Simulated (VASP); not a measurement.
# Br (Fm-3m) in VASP: further runs

Runs on Br. Level: PBE. Tasks: single point.

All numbers are computed with VASP 6.6.1; they aren't measurements. Logs are shortened: lines on timing, memory, paths and dates and some standing lists are left out, and cuts for length are marked.

### Step 1. The cell of the first run

The structure is cubic, space group Fm-3m (No. 225). Conventional cell: a = 4.727 Å, b = 4.727 Å, c = 4.727 Å, α = 90.00°, β = 90.00°, γ = 90.00°. Br (site symmetry m-3m) has 12 Br at 3.34 Å within 4.4 Å.

### Step 2. Single point, PBE

File INCAR:

```
ALGO = Normal
EDIFF = 1E-6
ENCUT = 520
GGA = PE
ISIF = 2
ISMEAR = -1
LASPH = T
LCHARG = F
LREAL = F
LWAVE = F
NBANDS = 10
NELM = 80
PREC = Accurate
SIGMA = 0.06122561905347299
```

File KPOINTS:

```
k-points
0
Gamma
  40 40 40
```

File POSCAR:

```
Br
1.0
    0.0000000000      2.3636382168      2.3636382168
    2.3636382168      0.0000000000      2.3636382168
    2.3636382168      2.3636382168      0.0000000000
Br
1
Direct
    0.0000000000      0.0000000000      0.0000000000
```

Potentials or basis: VASP PAW PBE potentials, release 64 (Br).

On the command line:

```bash
$ cat potpaw_PBE.64/Br/POTCAR > POTCAR
$ mpirun -np 1 vasp_std > vasp.out
```

OUTCAR:

```text
EDIFF = 1E-6
   ENCUT = 520
   GGA = PE
   ISIF = 2
   ISMEAR = -1
   LASPH = T
   LREAL = F
   NELM = 80
   PREC = Accurate

 ion  position               nearest neighbor table
   1  0.000  0.000  0.000-

  LATTYP: Found a face centered cubic cell.
 ALAT       =     4.7272764336

  Lattice vectors:

 A1 = (   0.0000000000,   2.3636382168,   2.3636382168)
 A2 = (   2.3636382168,   0.0000000000,   2.3636382168)
 A3 = (   2.3636382168,   2.3636382168,   0.0000000000)

Analysis of symmetry for initial positions (statically):
=====================================================================
 Subroutine PRICEL returns:
 Original cell was already a primitive cell.

 Routine SETGRP: Setting up the symmetry group for a
 face centered cubic supercell.

 Subroutine GETGRP returns: Found 48 space group operations
 (whereof 48 operations were pure point group operations)
 out of a pool of 48 trial point group operations.

The static configuration has the point symmetry O_h .

Analysis of symmetry for dynamics (positions and initial velocities):
=====================================================================
 Subroutine PRICEL returns:
 Original cell was already a primitive cell.

 Routine SETGRP: Setting up the symmetry group for a
 face centered cubic supercell.

 Subroutine GETGRP returns: Found 48 space group operations
 (whereof 48 operations were pure point group operations)
 out of a pool of 48 trial point group operations.

The dynamic configuration has the point symmetry O_h .

 Subroutine INISYM returns: Found 48 space group operations
 (whereof 48 operations are pure point group operations),
 and found     1 'primitive' translations

----------------------------------------------------------------------------------------

                                     Primitive cell

  volume of cell :      26.4103

  direct lattice vectors                    reciprocal lattice vectors
     0.000000000  2.363638217  2.363638217    -0.211538296  0.211538296  0.211538296
     2.363638217  0.000000000  2.363638217     0.211538296 -0.211538296  0.211538296
     2.363638217  2.363638217  0.000000000     0.211538296  0.211538296 -0.211538296

  length of vectors
     3.342689223  3.342689223  3.342689223     0.366395076  0.366395076  0.366395076

  position of ions in fractional coordinates (direct lattice)
     0.000000000  0.000000000  0.000000000

  ion indices of the primitive-cell ions
   primitive index   ion index
                 1           1

----------------------------------------------------------------------------------------

 KPOINTS: k-points

Automatic generation of k-mesh.
 Grid dimensions read from file:
 generate k-points for:   40   40   40

 Generating k-lattice:

  Cartesian coordinates                     Fractional coordinates (reciprocal lattice)
    -0.005288457  0.005288457  0.005288457     0.025000000  0.000000000  0.000000000
     0.005288457 -0.005288457  0.005288457     0.000000000  0.025000000  0.000000000
     0.005288457  0.005288457 -0.005288457     0.000000000  0.000000000  0.025000000

  Length of vectors
     0.009159877  0.009159877  0.009159877

  Shift w.r.t. Gamma in fractional coordinates (k-lattice)
     0.000000000  0.000000000  0.000000000

 Subroutine IBZKPT returns following result:
 ===========================================

 Found   1661 irreducible k-points:

 Following reciprocal coordinates:
            Coordinates               Weight
  0.000000  0.000000  0.000000      1.000000
  0.025000  0.000000  0.000000      8.000000
  0.050000  0.000000  0.000000      8.000000
  0.075000  0.000000  0.000000      8.000000
  0.100000  0.000000  0.000000      8.000000
  0.125000  0.000000  0.000000      8.000000
[... 16 lines left out ...]
  0.050000  0.025000  0.000000     24.000000
  0.075000  0.025000  0.000000     24.000000
 [... further k-points ...]
   k-points           NKPTS =   1661   k-points in BZ     NKDIM =   1661   number of bands    NBANDS=     10
   number of dos      NEDOS =    301   number of ions     NIONS =      1
   total plane-waves  NPLWV =  21952
   dimension x,y,z NGX =    28 NGY =   28 NGZ =   28
   dimension x,y,z NGXF=    56 NGYF=   56 NGZF=   56
   ions per type =               1
   NGX,Y,Z   is equivalent  to a cutoff of  13.93, 13.93, 13.93 a.u.
   NGXF,Y,Z  is equivalent  to a cutoff of  27.85, 27.85, 27.85 a.u.
 SYSTEM =  unknown system
   PREC   = accura    normal or accurate (medium, high low for compatibility)
   ISTART =      0    job   : 0-new  1-cont  2-samecut
   ICHARG =      2    charge: 1-file 2-atom 10-const
   ISPIN  =      1    spin polarized calculation?
   LNONCOLLINEAR =      F non collinear calculations
   LSORBIT =      F    spin-orbit coupling
   LASPH  =      T    aspherical Exc in radial PAW
   ENCUT  =  520.0 eV  38.22 Ry    6.18 a.u.   6.22  6.22  6.22*2*pi/ulx,y,z
   NELM   =     80;   NELMIN=  2; NELMDL= -5     # of ELM steps
   EDIFF  = 0.1E-05   stopping-criterion for ELM
   LREAL  =      F    real-space projection
   EDIFFG = 0.1E-04   stopping-criterion for IOM
   NSW    =      0    number of steps for IOM
   IBRION =     -1    ionic relax: 0-MD 1-quasi-New 2-CG
   NFREE  =      0    steps in history (QN), initial steepest desc. (CG)
   ISIF   =      2    stress and relaxation
   ISYM   =      2    0-nonsym 1-usesym 2-fastsym
   POTIM  = 0.5000    time-step for ionic-motion
   TEBEG  =    0.0;   TEEND  =   0.0 temperature during run
   PSTRESS=    0.0 pullay stress
   NELECT =       7.0000    total number of electrons
   NUPDOWN=      -1.0000    fix difference up-down
   EMIN   =  10.00;   EMAX   =-10.00  energy-range for DOS
   EFERMI =   0.00;   METHOD = LEGACY
   ISMEAR =    -1;   SIGMA  =   0.06  broadening in eV -4-tet -1-fermi 0-gaus
   EFERMI_NEDOS =   21; number of points for ismear=-14 and -15
   IALGO  =     38    algorithm
   IMIX   =      4    mixing-type and parameters
     AMIX     =   0.40;   BMIX     =  1.00
     AMIX_MAG =   1.60;   BMIX_MAG =  1.00
  volume/ion in A,a.u.               =      26.41       178.23
  Fermi-wavevector in a.u.,A,eV,Ry     =   1.051598  1.987232 15.046123  1.105859
  Thomas-Fermi vector in A             =   2.186648
   LORBIT       =      0    0 simple, 1 ext, 2 COOP (PROOUT), +10 PAW based schemes
   GGA     = PE    functional components
   LHFCALC =     F    Hartree Fock is set to
   AEXX    =    0.0000 exact exchange contribution
   IVDW    =     0    specifies the selected vdW correction
   LEPSILON=     F    determine dielectric tensor
   LRPA    =     F    only Hartree local field effects (RPA)
 non-spin polarized calculation
  energy-cutoff  :      520.00
  volume of cell :       26.41
 maximum number of plane-waves:       728
 NGX is ok and might be reduce to    28
   NGX = 13   NGY = 13   NGZ = 13

 number of electron       7.0000000 magnetization

 Free energy of the ion-electron system (eV)
  ---------------------------------------------------
  ext. energy  EPLUGINS =         0.00000000
  ---------------------------------------------------
  free energy    TOTEN  =        -0.98900660 eV

  energy without entropy =       -0.96705495  energy(sigma->0) =       -0.97803078

 E-fermi :   1.5080     XC(G=0):  -9.3037

 val. band max:        1.5078405769   @ k =  -0.4750   0.0750   0.0250
 cond. band min:       1.5093382618   @ k =  -0.4750   0.1500   0.0500
 fundamental gap:      0.0014976849
 Fermi energy:         1.5080439670

 k-point     1 :       0.0000    0.0000    0.0000
  band No.  band energies     occupation
      1     -13.7416      2.00000
      2       2.3768      0.00000
      3       2.3768      0.00000
      4       2.3768      0.00000
      5       9.4973      0.00000
      6      14.0607      0.00000
      7      14.0607      0.00000
      8      14.0607      0.00000
      9      18.1841      0.00000
     10      18.2367      0.00000

 k-point     2 :       0.0250    0.0000    0.0000
  band No.  band energies     occupation
      1     -13.7349      2.00000
      2       2.3268      0.00000
      3       2.3723      0.00000
      4       2.3723      0.00000
      5       9.5424      0.00000
      6      14.0144      0.00000
      7      14.0763      0.00000
      8      14.0763      0.00000
      9      18.1846      0.00000
     10      18.1856      0.00000

 k-point     3 :       0.0500    0.0000    0.0000
  band No.  band energies     occupation
      1     -13.7148      2.00000
      2       2.1816      0.00003
      3       2.3589      0.00000
      4       2.3589      0.00000
      5       9.6713      0.00000
      6      13.8903      0.00000
      7      14.1219      0.00000
      8      14.1219      0.00000
      9      18.0422      0.00000
     10      18.0422      0.00000

 k-point     4 :       0.0750    0.0000    0.0000
  band No.  band energies     occupation
      1     -13.6815      2.00000
      2       1.9539      0.00137
      3       2.3370      0.00000
      4       2.3370      0.00000
      5       9.8663      0.00000
      6      13.7239      0.00000
      7      14.1935      0.00000
      8      14.1935      0.00000
      9      17.8428      0.00000
     10      17.8428      0.00000
[... 222 lines left out ...]
 k-point    22 :       0.0250    0.0250    0.0000
  band No.  band energies     occupation
      1     -13.7327      2.00000
      2       2.3289      0.00000
      3       2.3614      0.00000
      4       2.3614      0.00000
      5       9.5575      0.00000
      6      13.9761      0.00000
      7      14.0933      0.00000
      8      14.0933      0.00000
      9      18.0852      0.00000
     10      18.2566      0.00000

 k-point    23 :       0.0500    0.0250    0.0000
  band No.  band energies     occupation
      1     -13.7170      2.00000
      2       2.2206      0.00002
      3       2.3417      0.00000
      4       2.3550      0.00000
      5       9.6589      0.00000
      6      13.8660      0.00000
      7      14.1312      0.00000
      8      14.1405      0.00000
      9      17.9003      0.00000
     10      18.2137      0.00000

 k-point    24 :       0.0750    0.0250    0.0000
  band No.  band energies     occupation
      1     -13.6881      2.00000
      2       2.0206      0.00046
      3       2.3140      0.00000
      4       2.3446      0.00000
      5       9.8328      0.00000
      6      13.7118      0.00000
      7      14.1879      0.00000
      8      14.2140      0.00000
      9      17.6641      0.00000
     10      18.0924      0.00000

 [... further k-points ...]

------------------------ aborting loop because EDIFF is reached ----------------------------------------

  FORCE on cell =-STRESS in cart. coord.  units (eV):
  Direction    XX          YY          ZZ          XY          YZ          ZX
  --------------------------------------------------------------------------------------
  -------------------------------------------------------------------------------------
  Total        0.0015191      0.0015191      0.0015191     -0.0000000      0.0000000      0.0000000
  in kB        0.0921543      0.0921543      0.0921543     -0.0000000      0.0000000      0.0000000
  external PRESSURE =       0.0921543 kB  Pullay stress =       0.0000000 kB

 VOLUME and BASIS-vectors are now :
 -----------------------------------------------------------------------------
  energy-cutoff  :      520.00
  volume of cell :       26.41
      direct lattice vectors                 reciprocal lattice vectors
     0.000000000  2.363638217  2.363638217    -0.211538296  0.211538296  0.211538296
     2.363638217  0.000000000  2.363638217     0.211538296 -0.211538296  0.211538296
     2.363638217  2.363638217  0.000000000     0.211538296  0.211538296 -0.211538296

 POSITION                                       TOTAL-FORCE (eV/Angst)
 -----------------------------------------------------------------------------------
      0.00000      0.00000      0.00000         0.000000      0.000000      0.000000
 -----------------------------------------------------------------------------------
    total drift:                                0.000000      0.000000     -0.000000

  FREE ENERGIE OF THE ION-ELECTRON SYSTEM (eV)
  ---------------------------------------------------
  free  energy   TOTEN  =        -0.9890066024 eV

  energy  without entropy=       -0.9670549502  energy(sigma->0) =       -0.97803078
```

Run time: 9.7 min. Hardware: 1 thread of Intel Xeon 8259CL, shared host; peak memory 0.47 GiB.

Results:

```yaml
Free_energy: -0.9890 eV
Pressure: 0.0 GPa
Band_gap_on_the_k_mesh: zero (an odd number of electrons rules out a gap without spin polarisation)
```

Levels at points of the mesh, in eV from the Fermi level:
| k point | band 2 | band 3 | band 4 | band 5 | band 6 | band 7 |
| --- | --- | --- | --- | --- | --- | --- |
| (0.00, 0.00, 0.00) | 0.87 | 0.87 | 0.87 | 7.99 | 12.55 | 12.55 |
| (0.50, 0.00, 0.00) | -4.48 | 0.23 | 0.23 | 8.37 | 11.92 | 11.92 |
| (0.50, 0.50, 0.00) | -3.99 | -1.06 | -1.06 | 6.66 | 7.86 | 18.55 |

Caveat: an odd number of electrons without spin polarisation forces a metal; a magnetic or distorted state may lie lower.

### Step 3. Single point, PBE

This run uses another cell than the first one, of 26.94 Å³/atom.

File INCAR:

```
SYSTEM = Br
PREC = Accurate
ENCUT = 520
EDIFF = 1E-6
ISMEAR = -1
SIGMA = 0.06122561905347299
LREAL = .FALSE.
LASPH = .TRUE.
NELM = 80
ALGO = Normal
ISIF = 2
LWAVE = .FALSE.
LCHARG = .FALSE.
GGA = PE
NBANDS = 10
```

File KPOINTS:

```
Automatic mesh
0
G
  40 40 40
  0 0 0
```

File POSCAR:

```
Br
1.0
    0.0000000000      2.3792919062      2.3792919062
    2.3792919062      0.0000000000      2.3792919062
    2.3792919062      2.3792919062      0.0000000000
Br
1
Direct
    0.0000000000      0.0000000000      0.0000000000
```

Potentials or basis: VASP PAW PBE potentials, release 64 (Br).

On the command line:

```bash
$ cat potpaw_PBE.64/Br/POTCAR > POTCAR
$ mpirun -np 1 vasp_std > vasp.out
```

Run time: 10 min. Hardware: 1 thread of Intel Xeon 8259CL, shared host; peak memory 0.48 GiB.

Results (log left out):

```
Free energy            : -0.9882 eV
Pressure               : -0.5 GPa
Band gap on the k mesh : zero (an odd number of electrons rules out a gap without spin polarisation)
```

Levels at points of the mesh, in eV from the Fermi level:
```tsv
k point	band 1	band 2	band 3	band 4	band 5	band 6	band 7	band 8	band 9
(0.00, 0.00, 0.00)	-15.13	0.84	0.84	0.84	7.88	12.55	12.55	12.55	16.65
(0.50, 0.00, 0.00)	-13.83	-4.35	0.22	0.22	8.37	11.92	11.92	14.53	18.05
(0.50, 0.50, 0.00)	-13.39	-3.87	-1.02	-1.02	6.73	7.92	18.31	20.20	20.91
```

Caveat: an odd number of electrons without spin polarisation forces a metal; a magnetic or distorted state may lie lower.

[end of part 1 of 2]
